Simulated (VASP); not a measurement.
# Sn4HO8 (a cell with a defect) in VASP: a series of runs

Runs on Sn4HO8 (a cell with a defect). Level: PBE. Tasks: single point.

All numbers are computed with VASP 6.6.1; they aren't measurements. Logs are shortened: lines on timing, memory, paths and dates and some standing lists are left out, and cuts for length are marked.

### 1 The cell of the first run

The cell holds a defect, 13 atoms: a = 5.812 Å, b = 5.812 Å, c = 5.814 Å, α = 108.08°, β = 108.08°, γ = 112.28°.

### 2 Single point, PBE

INCAR reads:

```
SYSTEM = Sn4HO8
PREC = Accurate
ENCUT = 520
EDIFF = 1E-6
ISMEAR = 0
SIGMA = 0.02
LREAL = .FALSE.
LASPH = .TRUE.
NELM = 60
ALGO = Normal
ISIF = 2
LWAVE = .FALSE.
LCHARG = .TRUE.
GGA = PE
LELF = .TRUE.
LVHAR = .TRUE.
NBANDS = 64
```

KPOINTS reads:

```
Automatic mesh
0
G
  3 3 3
  0 0 0
```

POSCAR reads:

```
Sn4HO8
1.0
   -4.8265176449      0.0000000000      3.2381666583
    4.8265176449      0.0000000000      3.2381666583
    0.0000000000      4.8283676020     -3.2381666583
Sn O H
4 8 1
Direct
    0.2410297293      0.7568906839      0.5019292647
    0.7740367899      0.2418752629      0.5199295511
   -0.0113862054     -0.0089759791     -0.0019292234
    0.5029870843      0.5054482791     -0.0020027473
   -0.0244377395      0.3033847438      0.2849602834
    0.4775291075      0.8053832906      0.2849047781
    0.9404339803      0.7770426788      0.2215357421
    0.4603437468      0.3059193657      0.2702163770
    0.5465588546      0.7002671915      0.7507966043
    0.0719863950      0.2194736835      0.7954835498
    1.0340576350      0.6946166300      0.7329052574
    0.5342228884      0.1948347165      0.7328356686
    0.4792887033      0.4527973468      0.4359908303
```

Potentials or basis: VASP PAW PBE potentials, release 64 (Sn_d, O, H).

Command:

```
$ cat potpaw_PBE.64/Sn_d/POTCAR potpaw_PBE.64/O/POTCAR potpaw_PBE.64/H/POTCAR > POTCAR
$ mpirun -np 1 vasp_std > vasp.out
```

OUTCAR:

```text
SYSTEM = Sn4HO8
   PREC = Accurate
   ENCUT = 520
   EDIFF = 1E-6
   ISMEAR = 0
   LREAL = .FALSE.
   LASPH = .TRUE.
   NELM = 60
   ISIF = 2
   GGA = PE

 ion  position               nearest neighbor table
   1  0.241  0.757  0.502-   7 2.06  12 2.09  11 2.09   9 2.12   5 2.14   6 2.14   2 3.25   2 3.25
                             3 3.73   4 3.73   4 3.75   3 3.75
   2  0.774  0.242  0.520-  10 2.04   5 2.08   6 2.08  12 2.13  11 2.13   8 2.19   1 3.25   1 3.25
                             4 3.63   3 3.63   3 3.72   4 3.72
   3  0.989  0.991  0.998-  10 2.05   7 2.07  11 2.09   5 2.09   9 2.10   8 2.25   4 3.14   4 3.33
                             2 3.63   2 3.72   1 3.73   1 3.75
   4  0.503  0.505  0.998-  10 2.05   7 2.07  12 2.09   6 2.09   9 2.10   8 2.25   3 3.14   3 3.33
                             2 3.63   2 3.72   1 3.73   1 3.75
   5  0.976  0.303  0.285-   2 2.08   3 2.09   1 2.14
   6  0.478  0.805  0.285-   2 2.08   4 2.09   1 2.14
   7  0.940  0.777  0.222-   1 2.06   4 2.07   3 2.07
   8  0.460  0.306  0.270-  13 1.01   2 2.19   3 2.25   4 2.25
   9  0.547  0.700  0.751-   4 2.10   3 2.10   1 2.12
  10  0.072  0.219  0.795-   2 2.04   4 2.05   3 2.05
  11  0.034  0.695  0.733-   1 2.09   3 2.09   2 2.13
  12  0.534  0.195  0.733-   1 2.09   4 2.09   2 2.13
  13  0.479  0.453  0.436-   8 1.01

  LATTYP: Found a face centered orthorhombic cell.
 ALAT       =     6.4763333166
 B/A-ratio  =     1.4905093388
 C/A-ratio  =     1.4910806365

  Lattice vectors:

 A1 = (   4.8265176449,   4.8283676020,   0.0000000000)
 A2 = (   0.0000000000,   4.8283676020,   3.2381666583)
 A3 = (   4.8265176449,   0.0000000000,   3.2381666583)

Analysis of symmetry for initial positions (statically):
=====================================================================
 Subroutine PRICEL returns:
 Original cell was already a primitive cell.

 Routine SETGRP: Setting up the symmetry group for a
 face centered orthorhombic supercell.

 Subroutine GETGRP returns: Found  1 space group operations
 (whereof  1 operations were pure point group operations)
 out of a pool of  8 trial point group operations.

The static configuration has the point symmetry C_1 .

Analysis of symmetry for dynamics (positions and initial velocities):
=====================================================================
 Subroutine PRICEL returns:
 Original cell was already a primitive cell.

 Routine SETGRP: Setting up the symmetry group for a
 face centered orthorhombic supercell.

 Subroutine GETGRP returns: Found  1 space group operations
 (whereof  1 operations were pure point group operations)
 out of a pool of  8 trial point group operations.

The dynamic configuration has the point symmetry C_1 .

 Subroutine INISYM returns: Found  1 space group operations
 (whereof  1 operations are pure point group operations),
 and found     1 'primitive' translations

----------------------------------------------------------------------------------------

                                     Primitive cell

  volume of cell :     150.9258

  direct lattice vectors                    reciprocal lattice vectors
    -4.826517645  0.000000000  3.238166658    -0.103594359  0.103554667  0.154408359
     4.826517645  0.000000000  3.238166658     0.103594359  0.103554667  0.154408359
     0.000000000  4.828367602 -3.238166658     0.000000000  0.207109334  0.000000000

  length of vectors
     5.812142108  5.812142108  5.813678440     0.212831627  0.212831627  0.207109334

  position of ions in fractional coordinates (direct lattice)
     0.241029729  0.756890684  0.501929265
     0.774036790  0.241875263  0.519929551
     0.988613795  0.991024021  0.998070777
     0.502987084  0.505448279  0.997997253
     0.975562260  0.303384744  0.284960283
     0.477529107  0.805383291  0.284904778
     0.940433980  0.777042679  0.221535742
     0.460343747  0.305919366  0.270216377
     0.546558855  0.700267192  0.750796604
     0.071986395  0.219473683  0.795483550
     0.034057635  0.694616630  0.732905257
     0.534222888  0.194834716  0.732835669
     0.479288703  0.452797347  0.435990830

  ion indices of the primitive-cell ions
   primitive index   ion index
                 1           1
                 2           2
                 3           3
                 4           4
                 5           5
                 6           6
                 7           7
                 8           8
                 9           9
                10          10
                11          11
                12          12
                13          13

----------------------------------------------------------------------------------------

 KPOINTS: Automatic mesh

Automatic generation of k-mesh.
 Grid dimensions read from file:
 generate k-points for:    3    3    3

 Generating k-lattice:

  Cartesian coordinates                     Fractional coordinates (reciprocal lattice)
    -0.034531453  0.034518222  0.051469453     0.333333333  0.000000000  0.000000000
     0.034531453  0.034518222  0.051469453     0.000000000  0.333333333  0.000000000
     0.000000000  0.069036445  0.000000000     0.000000000  0.000000000  0.333333333

  Length of vectors
     0.070943876  0.070943876  0.069036445

  Shift w.r.t. Gamma in fractional coordinates (k-lattice)
     0.000000000  0.000000000  0.000000000

 Subroutine IBZKPT returns following result:
 ===========================================

 Found     14 irreducible k-points:

 Following reciprocal coordinates:
            Coordinates               Weight
  0.000000  0.000000  0.000000      1.000000
  0.333333  0.000000  0.000000      2.000000
  0.000000  0.333333 -0.333333      2.000000
 -0.000000 -0.333333  0.000000      2.000000
 -0.333333 -0.000000  0.333333      2.000000
  0.333333  0.333333  0.000000      2.000000
  0.333333  0.333333  0.333333      2.000000
 -0.333333  0.333333  0.000000      2.000000
  0.000000  0.000000  0.333333      2.000000
  0.333333  0.000000  0.333333      2.000000
  0.000000  0.333333  0.333333      2.000000
 -0.333333  0.333333  0.333333      2.000000
 -0.333333  0.333333 -0.333333      2.000000
 -0.333333 -0.333333  0.333333      2.000000
   k-points           NKPTS =     14   k-points in BZ     NKDIM =     14   number of bands    NBANDS=     64
   number of dos      NEDOS =    301   number of ions     NIONS =     13
   total plane-waves  NPLWV = 110592
   dimension x,y,z NGX =    48 NGY =   48 NGZ =   48
   dimension x,y,z NGXF=    96 NGYF=   96 NGZF=   96
   ions per type =               4   8   1
   NGX,Y,Z   is equivalent  to a cutoff of  13.73, 13.73, 13.73 a.u.
   NGXF,Y,Z  is equivalent  to a cutoff of  27.46, 27.46, 27.45 a.u.
 SYSTEM =  Sn4HO8
   PREC   = accura    normal or accurate (medium, high low for compatibility)
   ISTART =      0    job   : 0-new  1-cont  2-samecut
   ICHARG =      2    charge: 1-file 2-atom 10-const
   ISPIN  =      1    spin polarized calculation?
   LNONCOLLINEAR =      F non collinear calculations
   LSORBIT =      F    spin-orbit coupling
   LASPH  =      T    aspherical Exc in radial PAW
   ENCUT  =  520.0 eV  38.22 Ry    6.18 a.u.  10.81 10.81 10.81*2*pi/ulx,y,z
   NELM   =     60;   NELMIN=  2; NELMDL= -5     # of ELM steps
   EDIFF  = 0.1E-05   stopping-criterion for ELM
   LREAL  =      F    real-space projection
   EDIFFG = 0.1E-04   stopping-criterion for IOM
   NSW    =      0    number of steps for IOM
   IBRION =     -1    ionic relax: 0-MD 1-quasi-New 2-CG
   NFREE  =      0    steps in history (QN), initial steepest desc. (CG)
   ISIF   =      2    stress and relaxation
   ISYM   =      2    0-nonsym 1-usesym 2-fastsym
   POTIM  = 0.5000    time-step for ionic-motion
   TEBEG  =    0.0;   TEEND  =   0.0 temperature during run
   PSTRESS=    0.0 pullay stress
   NELECT =     105.0000    total number of electrons
   NUPDOWN=      -1.0000    fix difference up-down
   EMIN   =  10.00;   EMAX   =-10.00  energy-range for DOS
   EFERMI =   0.00;   METHOD = LEGACY
   ISMEAR =     0;   SIGMA  =   0.02  broadening in eV -4-tet -1-fermi 0-gaus
   EFERMI_NEDOS =   21; number of points for ismear=-14 and -15
   IALGO  =     38    algorithm
   IMIX   =      4    mixing-type and parameters
     AMIX     =   0.40;   BMIX     =  1.00
     AMIX_MAG =   1.60;   BMIX_MAG =  1.00
  volume/ion in A,a.u.               =      11.61        78.35
  Fermi-wavevector in a.u.,A,eV,Ry     =   1.450608  2.741252 28.630251  2.104264
  Thomas-Fermi vector in A             =   2.568201
   LORBIT       =      0    0 simple, 1 ext, 2 COOP (PROOUT), +10 PAW based schemes
   GGA     = PE    functional components
   LHFCALC =     F    Hartree Fock is set to
   AEXX    =    0.0000 exact exchange contribution
   IVDW    =     0    specifies the selected vdW correction
   LEPSILON=     F    determine dielectric tensor
   LRPA    =     F    only Hartree local field effects (RPA)
 non-spin polarized calculation
 Gauss-broadening in eV      SIGMA  =   0.02
  energy-cutoff  :      520.00
  volume of cell :      150.93
 maximum number of plane-waves:      4076
 NGX is ok and might be reduce to    48
   NGX = 21   NGY = 21   NGZ = 21

 number of electron     104.9999996 magnetization

 Free energy of the ion-electron system (eV)
  ---------------------------------------------------
  ext. energy  EPLUGINS =         0.00000000
  ---------------------------------------------------
  free energy    TOTEN  =       -77.27245376 eV

  energy without entropy =      -77.27178798  energy(sigma->0) =      -77.27212087

 E-fermi :   9.0271     XC(G=0): -11.0902

 val. band max:        8.4423484074   @ k =  -0.0000  -0.3333   0.0000
 cond. band min:       9.0366104240   @ k =  -0.3333   0.3333  -0.3333
 fundamental gap:      0.5942620166
 Fermi energy:         9.0270716984

 k-point     1 :       0.0000    0.0000    0.0000
  band No.  band energies     occupation
      1     -15.1804      2.00000
      2     -15.0514      2.00000
      3     -14.7584      2.00000
      4     -14.5265      2.00000
      5     -14.4930      2.00000
      6     -14.4184      2.00000
[... 56 lines left out ...]
     63      15.7475      0.00000
     64      15.9150      0.00000

 k-point     2 :       0.3333    0.0000    0.0000
  band No.  band energies     occupation
      1     -15.0801      2.00000
      2     -14.9581      2.00000
      3     -14.6310      2.00000
      4     -14.6118      2.00000
      5     -14.5801      2.00000
      6     -14.3642      2.00000
[... 56 lines left out ...]
     63      15.8543      0.00000
     64      16.0251      0.00000

 k-point     3 :       0.0000    0.3333   -0.3333
  band No.  band energies     occupation
      1     -15.0801      2.00000
      2     -14.9581      2.00000
      3     -14.6310      2.00000
      4     -14.6118      2.00000
      5     -14.5802      2.00000
      6     -14.3642      2.00000
[... 726 lines left out ...]
     63      15.8304      0.00000
     64      16.0612      0.00000

 k-point    14 :      -0.3333   -0.3333    0.3333
  band No.  band energies     occupation
      1     -14.9492      2.00000
      2     -14.8384      2.00000
      3     -14.7665      2.00000
      4     -14.6660      2.00000
      5     -14.6150      2.00000
      6     -14.5487      2.00000
[... 56 lines left out ...]
     63      15.6590      0.00000
     64      15.9234      0.00000

------------------------ aborting loop because EDIFF is reached ----------------------------------------

  FORCE on cell =-STRESS in cart. coord.  units (eV):
  Direction    XX          YY          ZZ          XY          YZ          ZX
  --------------------------------------------------------------------------------------
  -------------------------------------------------------------------------------------
  Total       10.9007685      6.5395996     11.1173603     -3.7357318     -0.0000161     -0.0002826
  in kB      115.7188964     69.4221925    118.0181619    -39.6572740     -0.0001704     -0.0030001
  external PRESSURE =     101.0530836 kB  Pullay stress =       0.0000000 kB

 VOLUME and BASIS-vectors are now :
 -----------------------------------------------------------------------------
  energy-cutoff  :      520.00
  volume of cell :      150.93
      direct lattice vectors                 reciprocal lattice vectors
    -4.826517645  0.000000000  3.238166658    -0.103594359  0.103554667  0.154408359
     4.826517645  0.000000000  3.238166658     0.103594359  0.103554667  0.154408359
     0.000000000  4.828367602 -3.238166658     0.000000000  0.207109334  0.000000000

 POSITION                                       TOTAL-FORCE (eV/Angst)
 -----------------------------------------------------------------------------------
      2.48981      2.42350      1.60610        -0.007220     -0.000947     -0.000314
     -2.56849      2.51041      1.60607         0.006336     -0.010067     -0.000086
      0.01163      4.81905      3.17848        -0.009396      0.012922      0.023413
      0.01188      4.81870      0.03380        -0.009362      0.014035     -0.023710
     -3.24428      1.37589      3.21869        -0.005672     -0.014635      0.009690
      1.58239      1.37563      3.23171        -0.004998     -0.013428     -0.009942
     -0.78861      1.06966      4.84411        -0.006731      0.021562      0.000620
     -0.74533      1.30470      1.60628        -0.033331     -0.073641      0.000404
      0.74188      3.62512      1.60623        -0.001747     -0.037259      0.000967
      0.71185      3.84089     -1.63211        -0.001052     -0.013269     -0.000900
      3.18820      3.53874     -0.01370         0.002949      0.014471     -0.006192
     -1.63806      3.53840     -0.01223         0.002711      0.015374      0.006340
     -0.12786      2.10512      1.60644         0.067513      0.084883     -0.000291
 -----------------------------------------------------------------------------------
    total drift:                               -0.000106     -0.001152      0.000031

  FREE ENERGIE OF THE ION-ELECTRON SYSTEM (eV)
  ---------------------------------------------------
  free  energy   TOTEN  =       -77.2724537613 eV

  energy  without entropy=      -77.2717879777  energy(sigma->0) =      -77.27212087
```

It took 2.1 min on 1 thread of Intel Xeon 6975P-C (Granite Rapids), shared host; peak memory 0.36 GiB.

Results:

- Free energy: -77.2725 eV
- Pressure: 10.1 GPa
- Largest force: 0.108 eV/Å
- Band gap on the k mesh: zero (an odd number of electrons rules out a gap without spin polarisation)

Forces on the atoms (eV/Å):
```
Sn  -0.007 -0.001  0.000
Sn   0.006 -0.010  0.000
Sn  -0.009  0.013  0.023
Sn  -0.009  0.014 -0.024
O   -0.006 -0.015  0.010
O   -0.005 -0.013 -0.010
O   -0.007  0.022  0.001
O   -0.033 -0.074  0.000
O   -0.002 -0.037  0.001
O   -0.001 -0.013 -0.001
O    0.003  0.014 -0.006
O    0.003  0.015  0.006
H    0.068  0.085  0.000
```

Caveat: the k points lie up to 0.45 Å⁻¹ apart, too coarse for converged energies and pressures of a metal; spin-orbit coupling is left out, which moves the levels of the heavy elements; an odd number of electrons without spin polarisation forces a metal; a magnetic or distorted state may lie lower.

### 3 Single point, PBE

INCAR reads:

```
SYSTEM = Sn4HO8
PREC     = Accurate       ! precision mode
ENCUT    = 520            ! plane-wave cutoff, eV
EDIFF    = 1E-6           ! SCF threshold, eV
ISMEAR   = 0              ! smearing method
SIGMA    = 0.02           ! smearing width, eV
LREAL    = .FALSE.        ! projectors in reciprocal space
LASPH    = .TRUE.         ! aspherical terms in the spheres
NELM     = 80             ! most SCF steps
ALGO     = Normal         ! electronic algorithm
ISIF     = 2              ! what is computed and relaxed
LWAVE    = .FALSE.        ! write WAVECAR
LCHARG   = .FALSE.        ! write CHGCAR
GGA      = PE             ! functional
NBANDS   = 64             ! bands
```

KPOINTS reads:

```
regular mesh
0
G
  3 3 3
  0 0 0
```

POSCAR reads:

```
Sn4HO8
1.0
   -4.8265176449      0.0000000000      3.2381666583
    4.8265176449      0.0000000000      3.2381666583
    0.0000000000      4.8283676020     -3.2381666583
Sn O H
4 8 1
Direct
    0.2398072247      0.7549131837      0.4973859072
    0.7713135768      0.2436476306      0.5176273238
   -0.0091000134     -0.0068812294     -0.0021255631
    0.5020867286      0.5043125570     -0.0021321906
   -0.0328652601      0.3015918203      0.2776634073
    0.4734037002      0.8078645100      0.2776605078
    0.9389926322      0.7777730828      0.2194329611
    0.4601340639      0.3162779650      0.2790738219
    0.5460343607      0.6927494568      0.7414443752
    0.0700225243      0.2190755379      0.7917649017
    1.0381032897      0.6967008292      0.7330344936
    0.5336666044      0.1922672516      0.7330320083
    0.4861680964      0.4656792042      0.4545084759
```

Potentials or basis: VASP PAW PBE potentials, release 64 (Sn_d, O, H).

Command:

```
$ cat potpaw_PBE.64/Sn_d/POTCAR potpaw_PBE.64/O/POTCAR potpaw_PBE.64/H/POTCAR > POTCAR
$ mpirun -np 1 vasp_std > vasp.out
```

It took 93 s on 1 thread of Intel Xeon 6975P-C (Granite Rapids), shared host; peak memory 0.35 GiB.

Results (log left out):

```yaml
Free_energy: -77.2590 eV
Pressure: 9.3 GPa
Largest_force: 0.152 eV/Å
Band_gap_on_the_k_mesh: zero (an odd number of electrons rules out a gap without spin polarisation)
```

Forces in eV/Å, atoms in the order of the input:
```
Sn   0.003  0.026  0.000
Sn  -0.011  0.015  0.000
Sn   0.021 -0.015 -0.027
Sn   0.021 -0.015  0.027
O   -0.017  0.027  0.032
O   -0.017  0.027 -0.032
O   -0.004  0.039  0.000
O   -0.073 -0.087  0.000
O    0.074  0.075  0.000
O   -0.024  0.014  0.000
O    0.023  0.022 -0.030
O    0.023  0.022  0.030
H   -0.020 -0.151  0.000
```

Stress tensor (GPa, compression positive):
```
11.15 -3.81  0.00
-3.81  5.66  0.00
 0.00  0.00 11.01
```

Levels at points of the mesh, in eV from the Fermi level:
```
           k point  band 50  band 51  band 52  band 53  band 54  band 55
(0.00, 0.00, 0.00)    -3.81    -3.80    -3.75    -2.64     0.79     0.95
```

Caveat: the k points lie up to 0.45 Å⁻¹ apart, too coarse for converged energies and pressures of a metal; spin-orbit coupling is left out, which moves the levels of the heavy elements; an odd number of electrons without spin polarisation forces a metal; a magnetic or distorted state may lie lower.
